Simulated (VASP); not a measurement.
# AlRu in VASP: further runs, part 2 of 2

VASP 6.6.1. Earlier steps stand in the parts before.

## 4. Single point, PBEsol (equal xy, yz and zx shear strains of -1 %)

INCAR

```
SYSTEM = AlRu
PREC = Accurate
ENCUT = 520
EDIFF = 1E-6
ISMEAR = -1
SIGMA = 0.05
LREAL = .FALSE.
LASPH = .TRUE.
NELM = 80
ALGO = Normal
ISIF = 2
LWAVE = .FALSE.
LCHARG = .FALSE.
GGA = PS
NBANDS = 16
```

KPOINTS

```
regular mesh
0
G
  12 12 12
  0 0 0
```

POSCAR

```
AlRu
1.0
    2.9916000000     -0.0149580000     -0.0149580000
   -0.0149580000      2.9916000000     -0.0149580000
   -0.0149580000     -0.0149580000      2.9916000000
Al Ru
1 1
Direct
    0.0000000000      0.0000000000      0.0000000000
    0.5000000000      0.5000000000      0.5000000000
```

Potentials or basis: VASP PAW PBE potentials, release 64 (Al, Ru_pv).

The run is started by

```sh
> cat potpaw_PBE.64/Al/POTCAR potpaw_PBE.64/Ru_pv/POTCAR > POTCAR
> mpirun -np 1 vasp_std > vasp.out
```

OUTCAR:

```text
SYSTEM = AlRu
   PREC = Accurate
   ENCUT = 520
   EDIFF = 1E-6
   ISMEAR = -1
   LREAL = .FALSE.
   LASPH = .TRUE.
   NELM = 80
   ISIF = 2
   GGA = PS

 ion  position               nearest neighbor table
   1  0.000  0.000  0.000-   2 2.56   2 2.56   2 2.60   2 2.60   2 2.60   2 2.60   2 2.60   2 2.60

   2  0.500  0.500  0.500-   1 2.56   1 2.56   1 2.60   1 2.60   1 2.60   1 2.60   1 2.60   1 2.60

  LATTYP: Found a trigonal (rhomboedric) cell.
 ALAT       =     2.9916747891
 COS(alpha) =    -0.0099745013

  Lattice vectors:

 A1 = (   2.9916000000,  -0.0149580000,  -0.0149580000)
 A2 = (  -0.0149580000,   2.9916000000,  -0.0149580000)
 A3 = (  -0.0149580000,  -0.0149580000,   2.9916000000)

Analysis of symmetry for initial positions (statically):
=====================================================================
 Subroutine PRICEL returns:
 Original cell was already a primitive cell.

 Routine SETGRP: Setting up the symmetry group for a
 trigonal (rhombohedral) supercell.

 Subroutine GETGRP returns: Found 12 space group operations
 (whereof 12 operations were pure point group operations)
 out of a pool of 12 trial point group operations.

[... 162 lines left out ...]
 E-fermi :  10.5907     XC(G=0): -12.6877

 val. band max:       10.5872868862   @ k =   0.0833   0.0000   0.0000
 cond. band min:      10.5988293426   @ k =  -0.0833   0.2500   0.0833
 fundamental gap:      0.0115424563
 Fermi energy:        10.5907010898

 k-point     1 :       0.0000    0.0000    0.0000
  band No.  band energies     occupation
      1     -31.1193      2.00000
      2     -31.1165      2.00000
      3     -31.1165      2.00000
      4       0.9139      2.00000
      5       7.0074      2.00000
      6       7.0074      2.00000
[... 433 lines left out ...]
      3     -31.0962      2.00000
      4       4.1720      2.00000
      5       6.0882      2.00000
      6       8.0175      2.00000
[... 8 lines left out ...]
     15      22.5942      0.00000
     16      24.0593      0.00000

 [... further k-points ...]

------------------------ aborting loop because EDIFF is reached ----------------------------------------

  FORCE on cell =-STRESS in cart. coord.  units (eV):
  Direction    XX          YY          ZZ          XY          YZ          ZX
  --------------------------------------------------------------------------------------
  -------------------------------------------------------------------------------------
  Total       -0.5451964     -0.5451964     -0.5451964      0.2247698      0.2247698      0.2247698
  in kB      -32.6276411    -32.6276411    -32.6276411     13.4515002     13.4515002     13.4515002
  external PRESSURE =     -32.6276411 kB  Pullay stress =       0.0000000 kB

 VOLUME and BASIS-vectors are now :
 -----------------------------------------------------------------------------
  energy-cutoff  :      520.00
  volume of cell :       26.77
      direct lattice vectors                 reciprocal lattice vectors
     2.991600000 -0.014958000 -0.014958000     0.334286086  0.001679830  0.001679830
    -0.014958000  2.991600000 -0.014958000     0.001679830  0.334286086  0.001679830
    -0.014958000 -0.014958000  2.991600000     0.001679830  0.001679830  0.334286086

 POSITION                                       TOTAL-FORCE (eV/Angst)
 -----------------------------------------------------------------------------------
      0.00000      0.00000      0.00000         0.000000      0.000000      0.000000
      1.48084      1.48084      1.48084        -0.000000     -0.000000      0.000000
 -----------------------------------------------------------------------------------
    total drift:                                0.000000     -0.000000     -0.000000

  FREE ENERGIE OF THE ION-ELECTRON SYSTEM (eV)
  ---------------------------------------------------
  free  energy   TOTEN  =       -15.5251209957 eV

  energy  without entropy=      -15.5132419370  energy(sigma->0) =      -15.51918147
```

OSZICAR:

```text
N       E                     dE             d eps       ncg     rms          rms(c)
DAV:   1     0.113755292192E+03    0.11376E+03   -0.91484E+03  6216   0.985E+02
DAV:   2    -0.144601445961E+02   -0.12822E+03   -0.12223E+03  7048   0.292E+02
DAV:   3    -0.163069902221E+02   -0.18468E+01   -0.18414E+01  7864   0.365E+01
DAV:   4    -0.163199930364E+02   -0.13003E-01   -0.12988E-01  7592   0.323E+00
DAV:   5    -0.163201725977E+02   -0.17956E-03   -0.17939E-03  7392   0.368E-01    0.132E+01
DAV:   6    -0.156286798057E+02    0.69149E+00   -0.26781E+00  6736   0.176E+01    0.237E+00
DAV:   7    -0.155447721577E+02    0.83908E-01   -0.20713E-01  6320   0.511E+00    0.206E+00
DAV:   8    -0.155253895271E+02    0.19383E-01   -0.19897E-02  7224   0.104E+00    0.205E-01
DAV:   9    -0.155251370109E+02    0.25252E-03   -0.34699E-04  7480   0.144E-01    0.134E-01
DAV:  10    -0.155251223623E+02    0.14649E-04   -0.25808E-05  6928   0.545E-02    0.672E-03
DAV:  11    -0.155251212568E+02    0.11056E-05   -0.11582E-06  6008   0.120E-02    0.472E-03
DAV:  12    -0.155251209957E+02    0.26102E-06   -0.64574E-08  3712   0.272E-03
   1 F= -.15525121E+02 E0= -.15519181E+02  d E =-.118791E-01
```

It took 74 s on 1 thread of Intel Xeon 8259CL, shared host; peak memory 0.2 GiB.

What came out:

| Property | Result |
| --- | --- |
| Free energy | -15.5251 eV |
| Pressure | -3.3 GPa |
| Band gap on the k mesh | zero (an odd number of electrons rules out a gap without spin polarisation) |

Caveat: the cell differs from its parent crystal (equal xy, yz and zx shear strains of -1 %); the cell stands under tension; the PAW data sets were made with another functional, which shifts forces and pressure a little.

## 5. Single point, PBEsol (equal xy, yz and zx shear strains of +1 %)

INCAR

```
SYSTEM = AlRu
ALGO = Normal
EDIFF = 1E-6
ENCUT = 520
GGA = PS
ISIF = 2
ISMEAR = -1
LASPH = .True.
LCHARG = .False.
LREAL = .False.
LWAVE = .False.
NBANDS = 16
NELM = 60
PREC = Accurate
SIGMA = 0.05
```

KPOINTS

```
k-points
0
Gamma
  12 12 12
  0 0 0
```

POSCAR

```
AlRu
1.0
    2.9916000000      0.0149580000      0.0149580000
    0.0149580000      2.9916000000      0.0149580000
    0.0149580000      0.0149580000      2.9916000000
Al Ru
1 1
Direct
    0.0000000000      0.0000000000      0.0000000000
    0.5000000000      0.5000000000      0.5000000000
```

Potentials or basis: VASP PAW PBE potentials, release 64 (Al, Ru_pv).

The run is started by

```sh
> cat potpaw_PBE.64/Al/POTCAR potpaw_PBE.64/Ru_pv/POTCAR > POTCAR
> mpirun -np 1 vasp_std > vasp.out
```

OUTCAR:

```text
SYSTEM = AlRu
   EDIFF = 1E-6
   ENCUT = 520
   GGA = PS
   ISIF = 2
   ISMEAR = -1
   LASPH = .True.
   LREAL = .False.
   NELM = 60
   PREC = Accurate

 ion  position               nearest neighbor table
   1  0.000  0.000  0.000-   2 2.58   2 2.58   2 2.58   2 2.58   2 2.58   2 2.58   2 2.62   2 2.62

   2  0.500  0.500  0.500-   1 2.58   1 2.58   1 2.58   1 2.58   1 2.58   1 2.58   1 2.62   1 2.62

  LATTYP: Found a trigonal (rhomboedric) cell.
 ALAT       =     2.9916747891
 COS(alpha) =     0.0100244988

  Lattice vectors:

 A1 = (   2.9916000000,   0.0149580000,   0.0149580000)
 A2 = (   0.0149580000,   2.9916000000,   0.0149580000)
 A3 = (   0.0149580000,   0.0149580000,   2.9916000000)

Analysis of symmetry for initial positions (statically):
=====================================================================
 Subroutine PRICEL returns:
 Original cell was already a primitive cell.

 Routine SETGRP: Setting up the symmetry group for a
 trigonal (rhombohedral) supercell.

 Subroutine GETGRP returns: Found 12 space group operations
 (whereof 12 operations were pure point group operations)
 out of a pool of 12 trial point group operations.

[... 163 lines left out ...]

 val. band max:       10.5838429201   @ k =  -0.3333   0.4167   0.1667
 cond. band min:      10.5928174618   @ k =   0.0833   0.0000   0.0000
 fundamental gap:      0.0089745418
 Fermi energy:        10.5906605563

 k-point     1 :       0.0000    0.0000    0.0000
  band No.  band energies     occupation
      1     -31.1180      2.00000
      2     -31.1180      2.00000
      3     -31.1163      2.00000
      4       0.9138      2.00000
      5       7.0074      2.00000
      6       7.0074      2.00000
[... 433 lines left out ...]
      3     -31.0962      2.00000
      4       4.2138      2.00000
      5       6.0627      2.00000
      6       7.9964      2.00000
[... 8 lines left out ...]
     15      22.6171      0.00000
     16      24.0002      0.00000

 [... further k-points ...]

------------------------ aborting loop because EDIFF is reached ----------------------------------------

  FORCE on cell =-STRESS in cart. coord.  units (eV):
  Direction    XX          YY          ZZ          XY          YZ          ZX
  --------------------------------------------------------------------------------------
  -------------------------------------------------------------------------------------
  Total       -0.5455936     -0.5455936     -0.5455936     -0.2096329     -0.2096329     -0.2096329
  in kB      -32.6513937    -32.6513937    -32.6513937    -12.5456158    -12.5456158    -12.5456158
  external PRESSURE =     -32.6513937 kB  Pullay stress =       0.0000000 kB

 VOLUME and BASIS-vectors are now :
 -----------------------------------------------------------------------------
  energy-cutoff  :      520.00
  volume of cell :       26.77
      direct lattice vectors                 reciprocal lattice vectors
     2.991600000  0.014958000  0.014958000     0.334285918 -0.001663114 -0.001663114
     0.014958000  2.991600000  0.014958000    -0.001663114  0.334285918 -0.001663114
     0.014958000  0.014958000  2.991600000    -0.001663114 -0.001663114  0.334285918

 POSITION                                       TOTAL-FORCE (eV/Angst)
 -----------------------------------------------------------------------------------
      0.00000      0.00000      0.00000        -0.000000      0.000000      0.000000
      1.51076      1.51076      1.51076         0.000000     -0.000000      0.000000
 -----------------------------------------------------------------------------------
    total drift:                                0.000000     -0.000000     -0.000000

  FREE ENERGIE OF THE ION-ELECTRON SYSTEM (eV)
  ---------------------------------------------------
  free  energy   TOTEN  =       -15.5252930833 eV

  energy  without entropy=      -15.5134036918  energy(sigma->0) =      -15.51934839
```

Wall time 74 s (1 thread of Intel Xeon 8259CL, shared host); peak memory 0.2 GiB.

What came out:

* Free energy: -15.5253 eV
* Pressure: -3.3 GPa
* Band gap on the k mesh: zero (an odd number of electrons rules out a gap without spin polarisation)

Levels at points of the mesh, in eV from the Fermi level:
```
           k point  band 5  band 6  band 7  band 8  band 9  band 10  band 11  band 12  band 13  band 14
(0.00, 0.00, 0.00)   -3.58   -3.58    0.17    0.17    0.24     6.07     6.07     6.10    11.01    11.01
(0.50, 0.00, 0.00)   -5.47   -2.79   -1.63   -1.56    0.45     2.29     7.46    10.97    11.04    12.00
(0.50, 0.50, 0.00)   -3.09   -1.43   -1.29   -1.16   -1.16     1.53     5.28     6.29    10.60    12.00
(0.50, 0.50, 0.50)   -4.61   -4.61    1.63    1.63    2.59     3.96     4.19     4.19     8.45     8.65
```

Caveat: the cell differs from its parent crystal (equal xy, yz and zx shear strains of +1 %); the cell stands under tension; the PAW data sets were made with another functional, which shifts forces and pressure a little.

## 6. Single point, PBEsol (equal xy, yz and zx shear strains of +2 %)

INCAR

```
SYSTEM = AlRu
PREC = Accurate
ENCUT = 520
EDIFF = 1E-6
ISMEAR = -1
SIGMA = 0.05
LREAL = .False.
LASPH = .True.
NELM = 80
ALGO = Normal
ISIF = 2
LWAVE = .False.
LCHARG = .False.
GGA = PS
NBANDS = 16
```

KPOINTS

```
regular mesh
0
Gamma
  12 12 12
  0 0 0
```

POSCAR

```
AlRu
1.0
    2.9916000000      0.0299160000      0.0299160000
    0.0299160000      2.9916000000      0.0299160000
    0.0299160000      0.0299160000      2.9916000000
Al Ru
1 1
Direct
    0.0000000000      0.0000000000      0.0000000000
    0.5000000000      0.5000000000      0.5000000000
```

Potentials or basis: VASP PAW PBE potentials, release 64 (Al, Ru_pv).

The run is started by

```sh
> cat potpaw_PBE.64/Al/POTCAR potpaw_PBE.64/Ru_pv/POTCAR > POTCAR
> mpirun -np 1 vasp_std > vasp.out
```

Run time: 69 s. Hardware: 1 thread of Intel Xeon 8259CL, shared host; peak memory 0.2 GiB.

The run converged. Its results:

| Item | Value |
| --- | --- |
| Free energy | -15.5162 eV |
| Pressure | -3.1 GPa |
| Band gap on the k mesh | zero (an odd number of electrons rules out a gap without spin polarisation) |

Stress tensor (GPa, compression positive):
```
-3.09 -2.42 -2.42
-2.42 -3.09 -2.42
-2.42 -2.42 -3.09
```

Levels at points of the mesh, in eV from the Fermi level:
```csv
k point,band 5,band 6,band 7,band 8,band 9,band 10,band 11,band 12,band 13,band 14
"(0.00, 0.00, 0.00)",-3.58,-3.58,0.14,0.14,0.28,6.07,6.07,6.12,11.02,11.02
"(0.50, 0.00, 0.00)",-5.46,-2.79,-1.65,-1.53,0.44,2.29,7.45,10.91,11.09,12.00
"(0.50, 0.50, 0.00)",-3.09,-1.49,-1.21,-1.16,-1.15,1.53,5.26,6.32,10.57,12.01
"(0.50, 0.50, 0.50)",-4.59,-4.59,1.63,1.63,2.55,3.86,4.27,4.27,8.30,8.72
```

Caveat: the cell differs from its parent crystal (equal xy, yz and zx shear strains of +2 %); the cell stands under tension; the PAW data sets were made with another functional, which shifts forces and pressure a little.

## 7. Overview

```tsv
cell	gap on the mesh (eV)	pressure (GPa)
a = 2.962, b = 2.962, c = 2.992 Å, 2 atoms	none	1.0
a = 2.992 Å, angles 91.1°, 2 atoms	none	-3.1
a = 2.992 Å, angles 90.6°, 2 atoms	none	-3.3
a = 2.992 Å, angles 89.4°, 2 atoms	none	-3.3
a = 2.992 Å, angles 88.8°, 2 atoms	none	-3.1
```

Alike in all rows: task single point; level PBEsol; potentials or basis VASP PAW PBE potentials, release 64 (Al, Ru_pv); no spin polarisation; k mesh 12 × 12 × 12; cutoff (eV) 520; smearing fermi-dirac 0.05 eV.

Caveats: the PAW data sets were made with another functional, which shifts forces and pressure a little; the cell stands under tension (at least some runs).

Absolute energies hang on the potentials; compare differences alone.
